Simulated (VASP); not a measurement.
# Ga (I4/mmm) in VASP: a series of runs

Runs on Ga. Level: PBEsol. Tasks: electric field gradients.

Everything below comes from runs of VASP 6.6.1. Logs are shortened: lines on timing, memory, paths and dates and some standing lists are left out, and cuts for length are marked.

## 1. The cell of the first run

Symmetry: I4/mmm, No. 139, tetragonal system. The conventional cell has a = 2.845 Å, b = 2.845 Å, c = 4.517 Å, α = 90.00°, β = 90.00°, γ = 90.00°. Ga (site symmetry 4/mmm) has 12 Ga at 2.84 to 3.02 Å within 3.7 Å.

## 2. Electric field gradients, PBEsol (volume scaled by 1.04)

INCAR

```
PREC     = Accurate       # precision mode
ENCUT    = 520            # plane-wave cutoff, eV
EDIFF    = 1E-8           # SCF threshold, eV
ISMEAR   = -1             # smearing method
SIGMA    = 0.03           # smearing width, eV
LREAL    = F              # projectors in reciprocal space
LASPH    = T              # aspherical terms in the spheres
NELM     = 100            # most SCF steps
ALGO     = Normal         # electronic algorithm
ISIF     = 2              # what is computed and relaxed
LWAVE    = F              # write WAVECAR
LCHARG   = F              # write CHGCAR
GGA      = PS             # functional
LEFG     = T            
NBANDS   = 12             # bands
```

KPOINTS

```
Automatic mesh
0
Gamma
  16 16 16
```

POSCAR

```
Ga
1.0
   -1.4224758030      1.4224758030      2.2583323111
    1.4224758030     -1.4224758030      2.2583323111
    1.4224758030      1.4224758030     -2.2583323111
Ga
1
Direct
    0.0000000000      0.0000000000      0.0000000000
```

Potentials or basis: VASP PAW PBE potentials, release 64 (Ga_d).

The run is started by

```sh
> cat potpaw_PBE.64/Ga_d/POTCAR > POTCAR
> mpirun -np 1 vasp_std > vasp.out
```

OUTCAR:

```text
PREC = Accurate
   ENCUT = 520
   EDIFF = 1E-8
   ISMEAR = -1
   LREAL = F
   LASPH = T
   NELM = 100
   ISIF = 2
   GGA = PS

 ion  position               nearest neighbor table
   1  0.000  0.000  0.000-

  LATTYP: Found a body centered tetragonal cell.
 ALAT       =     2.8449516060
 C/A-ratio  =     1.5876068376

  Lattice vectors:

 A1 = (  -1.4224758030,   1.4224758030,   2.2583323111)
 A2 = (   1.4224758030,  -1.4224758030,   2.2583323111)
 A3 = (   1.4224758030,   1.4224758030,  -2.2583323111)

Analysis of symmetry for initial positions (statically):
=====================================================================
 Subroutine PRICEL returns:
 Original cell was already a primitive cell.

 Routine SETGRP: Setting up the symmetry group for a
 body centered tetragonal supercell.

 Subroutine GETGRP returns: Found 16 space group operations
 (whereof 16 operations were pure point group operations)
 out of a pool of 16 trial point group operations.

The static configuration has the point symmetry D_4h.

Analysis of symmetry for dynamics (positions and initial velocities):
=====================================================================
 Subroutine PRICEL returns:
 Original cell was already a primitive cell.

 Routine SETGRP: Setting up the symmetry group for a
 body centered tetragonal supercell.

 Subroutine GETGRP returns: Found 16 space group operations
 (whereof 16 operations were pure point group operations)
 out of a pool of 16 trial point group operations.

The dynamic configuration has the point symmetry D_4h.

 Subroutine INISYM returns: Found 16 space group operations
 (whereof 16 operations are pure point group operations),
 and found     1 'primitive' translations

----------------------------------------------------------------------------------------

                                     Primitive cell

  volume of cell :      18.2784

  direct lattice vectors                    reciprocal lattice vectors
    -1.422475803  1.422475803  2.258332311     0.000000000  0.351499828  0.221402314
     1.422475803 -1.422475803  2.258332311     0.351499828  0.000000000  0.221402314
     1.422475803  1.422475803 -2.258332311     0.351499828  0.351499828  0.000000000

  length of vectors
     3.024390789  3.024390789  3.024390789     0.415416795  0.415416795  0.497095824

  position of ions in fractional coordinates (direct lattice)
     0.000000000  0.000000000  0.000000000

  ion indices of the primitive-cell ions
   primitive index   ion index
                 1           1

----------------------------------------------------------------------------------------

 KPOINTS: Automatic mesh

Automatic generation of k-mesh.
 Grid dimensions read from file:
 generate k-points for:   16   16   16

 Generating k-lattice:

  Cartesian coordinates                     Fractional coordinates (reciprocal lattice)
     0.000000000  0.021968739  0.013837645     0.062500000  0.000000000  0.000000000
     0.021968739  0.000000000  0.013837645     0.000000000  0.062500000  0.000000000
     0.021968739  0.021968739  0.000000000     0.000000000  0.000000000  0.062500000

  Length of vectors
     0.025963550  0.025963550  0.031068489

  Shift w.r.t. Gamma in fractional coordinates (k-lattice)
     0.000000000  0.000000000  0.000000000

 Subroutine IBZKPT returns following result:
 ===========================================

 Found    349 irreducible k-points:

 Following reciprocal coordinates:
            Coordinates               Weight
  0.000000  0.000000  0.000000      1.000000
  0.062500  0.000000 -0.000000      8.000000
  0.125000  0.000000 -0.000000      8.000000
  0.187500  0.000000 -0.000000      8.000000
  0.250000  0.000000 -0.000000      8.000000
  0.312500  0.000000 -0.000000      8.000000
[... 16 lines left out ...]
 -0.125000  0.062500  0.000000     16.000000
 -0.062500  0.062500  0.000000      4.000000
 [... further k-points ...]
   k-points           NKPTS =    349   k-points in BZ     NKDIM =    349   number of bands    NBANDS=     12
   number of dos      NEDOS =    301   number of ions     NIONS =      1
   total plane-waves  NPLWV =  13824
   dimension x,y,z NGX =    24 NGY =   24 NGZ =   24
   dimension x,y,z NGXF=    48 NGYF=   48 NGZF=   48
   ions per type =               1
   NGX,Y,Z   is equivalent  to a cutoff of  13.19, 13.19, 13.19 a.u.
   NGXF,Y,Z  is equivalent  to a cutoff of  26.38, 26.38, 26.38 a.u.
 SYSTEM =  unknown system
   PREC   = accura    normal or accurate (medium, high low for compatibility)
   ISTART =      0    job   : 0-new  1-cont  2-samecut
   ICHARG =      2    charge: 1-file 2-atom 10-const
   ISPIN  =      1    spin polarized calculation?
   LNONCOLLINEAR =      F non collinear calculations
   LSORBIT =      F    spin-orbit coupling
   LASPH  =      T    aspherical Exc in radial PAW
   ENCUT  =  520.0 eV  38.22 Ry    6.18 a.u.   5.62  5.62  5.62*2*pi/ulx,y,z
   NELM   =    100;   NELMIN=  2; NELMDL= -5     # of ELM steps
   EDIFF  = 0.1E-07   stopping-criterion for ELM
   LREAL  =      F    real-space projection
   EDIFFG = 0.1E-06   stopping-criterion for IOM
   NSW    =      0    number of steps for IOM
   IBRION =     -1    ionic relax: 0-MD 1-quasi-New 2-CG
   NFREE  =      0    steps in history (QN), initial steepest desc. (CG)
   ISIF   =      2    stress and relaxation
   ISYM   =      2    0-nonsym 1-usesym 2-fastsym
   POTIM  = 0.5000    time-step for ionic-motion
   TEBEG  =    0.0;   TEEND  =   0.0 temperature during run
   PSTRESS=    0.0 pullay stress
   NELECT =      13.0000    total number of electrons
   NUPDOWN=      -1.0000    fix difference up-down
   EMIN   =  10.00;   EMAX   =-10.00  energy-range for DOS
   EFERMI =   0.00;   METHOD = LEGACY
   ISMEAR =    -1;   SIGMA  =   0.03  broadening in eV -4-tet -1-fermi 0-gaus
   EFERMI_NEDOS =   21; number of points for ismear=-14 and -15
   IALGO  =     38    algorithm
   IMIX   =      4    mixing-type and parameters
     AMIX     =   0.40;   BMIX     =  1.00
     AMIX_MAG =   1.60;   BMIX_MAG =  1.00
  volume/ion in A,a.u.               =      18.28       123.35
  Fermi-wavevector in a.u.,A,eV,Ry     =   1.461314  2.761482 29.054388  2.135437
  Thomas-Fermi vector in A             =   2.577660
   LORBIT       =      0    0 simple, 1 ext, 2 COOP (PROOUT), +10 PAW based schemes
   GGA     = PS    functional components
   LHFCALC =     F    Hartree Fock is set to
   AEXX    =    0.0000 exact exchange contribution
   IVDW    =     0    specifies the selected vdW correction
   LEPSILON=     F    determine dielectric tensor
   LRPA    =     F    only Hartree local field effects (RPA)
 non-spin polarized calculation
  energy-cutoff  :      520.00
  volume of cell :       18.28
 maximum number of plane-waves:       509
   NGX = 11   NGY = 11   NGZ = 11

 number of electron      12.9999996 magnetization

 Free energy of the ion-electron system (eV)
  ---------------------------------------------------
  ext. energy  EPLUGINS =         0.00000000
  ---------------------------------------------------
  free energy    TOTEN  =        -3.33589958 eV

  energy without entropy =       -3.33549730  energy(sigma->0) =       -3.33569844

 E-fermi :   5.6956     XC(G=0): -11.3100

 val. band max:        5.6488538094   @ k =  -0.3750   0.0625   0.0000
 cond. band min:       5.7555978951   @ k =   0.2500   0.2500   0.1875
 fundamental gap:      0.1067440857
 Fermi energy:         5.6956078977

 k-point     1 :       0.0000    0.0000    0.0000
  band No.  band energies     occupation
      1      -9.2501      2.00000
      2      -9.1289      2.00000
      3      -9.1289      2.00000
      4      -9.1084      2.00000
      5      -8.9792      2.00000
      6      -5.5992      2.00000
      7      18.2619      0.00000
      8      18.2619      0.00000
      9      18.2719      0.00000
     10      21.7991      0.00000
     11      21.9119      0.00000
     12      22.4379      0.00000

 k-point     2 :       0.0625    0.0000   -0.0000
  band No.  band energies     occupation
      1      -9.2446      2.00000
      2      -9.1308      2.00000
      3      -9.1245      2.00000
      4      -9.1066      2.00000
      5      -8.9819      2.00000
      6      -5.4960      2.00000
      7      16.9730      0.00000
      8      17.9228      0.00000
      9      18.1363      0.00000
     10      20.9557      0.00000
     11      22.3052      0.00000
     12      22.7368      0.00000
[... 316 lines left out ...]
 k-point    24 :      -0.0625    0.0625    0.0000
  band No.  band energies     occupation
      1      -9.2360      2.00000
      2      -9.1367      2.00000
      3      -9.1228      2.00000
      4      -9.1036      2.00000
      5      -8.9860      2.00000
      6      -5.4517      2.00000
      7      17.1782      0.00000
      8      17.4428      0.00000
      9      17.7502      0.00000
     10      20.1501      0.00000
     11      23.1344      0.00000
     12      23.1358      0.00000

 [... further k-points ...]

------------------------ aborting loop because EDIFF is reached ----------------------------------------

  FORCE on cell =-STRESS in cart. coord.  units (eV):
  Direction    XX          YY          ZZ          XY          YZ          ZX
  --------------------------------------------------------------------------------------
  -------------------------------------------------------------------------------------
  Total       -0.1666385     -0.1666385     -0.2259778      0.0000000     -0.0000000      0.0000000
  in kB      -14.6065744    -14.6065744    -19.8079135      0.0000000     -0.0000000      0.0000000
  external PRESSURE =     -16.3403541 kB  Pullay stress =       0.0000000 kB

 VOLUME and BASIS-vectors are now :
 -----------------------------------------------------------------------------
  energy-cutoff  :      520.00
  volume of cell :       18.28
      direct lattice vectors                 reciprocal lattice vectors
    -1.422475803  1.422475803  2.258332311     0.000000000  0.351499828  0.221402314
     1.422475803 -1.422475803  2.258332311     0.351499828  0.000000000  0.221402314
     1.422475803  1.422475803 -2.258332311     0.351499828  0.351499828  0.000000000

 POSITION                                       TOTAL-FORCE (eV/Angst)
 -----------------------------------------------------------------------------------
      0.00000      0.00000      0.00000         0.000000      0.000000      0.000000
 -----------------------------------------------------------------------------------
    total drift:                                0.000000      0.000000      0.000000

  FREE ENERGIE OF THE ION-ELECTRON SYSTEM (eV)
  ---------------------------------------------------
  free  energy   TOTEN  =        -3.3358995775 eV

  energy  without entropy=       -3.3354972964  energy(sigma->0) =       -3.33569844

 Electric field gradients (V/A^2)
---------------------------------------------------------------------
 ion       V_xx      V_yy      V_zz      V_xy      V_xz      V_yz
---------------------------------------------------------------------
   1      -9.790    -9.790    19.580    -0.003    -0.002    -0.002
---------------------------------------------------------------------

 Electric field gradients after diagonalization (V/A^2)
 (convention: |V_zz| > |V_xx| > |V_yy|)
----------------------------------------------------------------------
 ion       V_xx      V_yy      V_zz     asymmetry (V_yy - V_xx)/ V_zz
----------------------------------------------------------------------
   1      -9.793    -9.787    19.580       0.000
----------------------------------------------------------------------

           NMR quadrupolar parameters

 Cq : quadrupolar parameter    Cq=e*Q*V_zz/h
 eta: asymmetry parameters     (V_yy - V_xx)/ V_zz
 Q  : nuclear electric quadrupole moment in mb (millibarn)
----------------------------------------------------------------------
 ion       Cq(MHz)       eta       Q (mb)
----------------------------------------------------------------------
   1       0.047       0.000       1.000
----------------------------------------------------------------------
```

It took 33 s on 1 thread of Intel Xeon Platinum 8559C (Emerald Rapids), shared host; peak memory 0.19 GiB.

Results:

```
Free energy : -3.3359 eV
Pressure    : -1.6 GPa
```

Electric field gradients, principal values (V/Å²):
```csv
atom,least,middle,greatest (by size)
1 Ga,-9.787,-9.793,19.580
```

Caveat: without QUAD_EFG the Cq values of the log hold for a quadrupole moment of 1 mb, not for the nuclei; the PAW data sets were made with another functional, which shifts forces and pressure a little.

## 3. Electric field gradients, PBEsol (volume scaled by 1.04)

INCAR

```
SYSTEM = Ga
  PREC = Accurate
  ENCUT = 520
  EDIFF = 1E-8
  ISMEAR = -1
  SIGMA = 0.03
  LREAL = .False.
  LASPH = .True.
  NELM = 80
  ALGO = Normal
  ISIF = 2
  LWAVE = .False.
  LCHARG = .False.
  GGA = PS
  LEFG = .True.
  NBANDS = 12
```

KPOINTS

```
Automatic mesh
0
Gamma
  16 16 16
  0 0 0
```

POSCAR is that of step 2.

Potentials or basis: VASP PAW PBE potentials, release 64 (Ga_d).

The run is started by

```sh
> cat potpaw_PBE.64/Ga_d/POTCAR > POTCAR
> mpirun -np 1 vasp_std > vasp.out
```

OUTCAR:

```text
SYSTEM = Ga
   PREC = Accurate
   ENCUT = 520
   EDIFF = 1E-8
   ISMEAR = -1
   LREAL = .False.
   LASPH = .True.
   NELM = 80
   ISIF = 2
   GGA = PS

 ion  position               nearest neighbor table
   1  0.000  0.000  0.000-

  LATTYP: Found a body centered tetragonal cell.
 ALAT       =     2.8449516060
 C/A-ratio  =     1.5876068376

  Lattice vectors:

 A1 = (  -1.4224758030,   1.4224758030,   2.2583323111)
 A2 = (   1.4224758030,  -1.4224758030,   2.2583323111)
 A3 = (   1.4224758030,   1.4224758030,  -2.2583323111)

Analysis of symmetry for initial positions (statically):
=====================================================================
 Subroutine PRICEL returns:
 Original cell was already a primitive cell.

 Routine SETGRP: Setting up the symmetry group for a
 body centered tetragonal supercell.

 Subroutine GETGRP returns: Found 16 space group operations
 (whereof 16 operations were pure point group operations)
[... 539 lines left out ...]

 VOLUME and BASIS-vectors are now :
 -----------------------------------------------------------------------------
  energy-cutoff  :      520.00
  volume of cell :       18.28
      direct lattice vectors                 reciprocal lattice vectors
    -1.422475803  1.422475803  2.258332311     0.000000000  0.351499828  0.221402314
     1.422475803 -1.422475803  2.258332311     0.351499828  0.000000000  0.221402314
     1.422475803  1.422475803 -2.258332311     0.351499828  0.351499828  0.000000000

 POSITION                                       TOTAL-FORCE (eV/Angst)
 -----------------------------------------------------------------------------------
      0.00000      0.00000      0.00000         0.000000      0.000000      0.000000
 -----------------------------------------------------------------------------------
    total drift:                                0.000000      0.000000      0.000000

  FREE ENERGIE OF THE ION-ELECTRON SYSTEM (eV)
  ---------------------------------------------------
  free  energy   TOTEN  =        -3.3358995775 eV

  energy  without entropy=       -3.3354972964  energy(sigma->0) =       -3.33569844

 Electric field gradients (V/A^2)
---------------------------------------------------------------------
 ion       V_xx      V_yy      V_zz      V_xy      V_xz      V_yz
---------------------------------------------------------------------
   1      -9.790    -9.790    19.580    -0.003    -0.002    -0.002
---------------------------------------------------------------------

 Electric field gradients after diagonalization (V/A^2)
 (convention: |V_zz| > |V_xx| > |V_yy|)
----------------------------------------------------------------------
 ion       V_xx      V_yy      V_zz     asymmetry (V_yy - V_xx)/ V_zz
----------------------------------------------------------------------
   1      -9.793    -9.787    19.580       0.000
----------------------------------------------------------------------

           NMR quadrupolar parameters

 Cq : quadrupolar parameter    Cq=e*Q*V_zz/h
 eta: asymmetry parameters     (V_yy - V_xx)/ V_zz
 Q  : nuclear electric quadrupole moment in mb (millibarn)
----------------------------------------------------------------------
 ion       Cq(MHz)       eta       Q (mb)
----------------------------------------------------------------------
   1       0.047       0.000       1.000
----------------------------------------------------------------------
```

stdout:

```text
POSCAR found type information on POSCAR Ga
 POSCAR found :  1 types and       1 ions
 scaLAPACK will be used
 -----------------------------------------------------------------------------
|                                                                             |
|                                                                             |
|     You enforced a specific xc type in the INCAR file but a different       |
|     I HOPE YOU KNOW WHAT YOU ARE DOING!                                     |
|                                                                             |
 -----------------------------------------------------------------------------

 LDA part: xc-table for (Slater+PW92), standard interpolation
 POSCAR, INCAR and KPOINTS ok, starting setup
 FFT: planning ... GRIDC
 FFT: planning ... GRID_SOFT
 FFT: planning ... GRID
 WAVECAR not read
 entering main loop
ion   1
```

It took 34 s on 1 thread of Intel Xeon Platinum 8559C (Emerald Rapids), shared host; peak memory 0.19 GiB.

Results:

```
Free energy : -3.3359 eV
Pressure    : -1.6 GPa
```

Stress tensor (GPa, compression positive):
```
-1.46  0.00  0.00
 0.00 -1.46  0.00
 0.00  0.00 -1.98
```

Electric field gradients, principal values (V/Å²):
| atom | least | middle | greatest (by size) |
| --- | --- | --- | --- |
| 1 Ga | -9.787 | -9.793 | 19.580 |

Caveat: without QUAD_EFG the Cq values of the log hold for a quadrupole moment of 1 mb, not for the nuclei; the PAW data sets were made with another functional, which shifts forces and pressure a little.

[end of part 1 of 2]
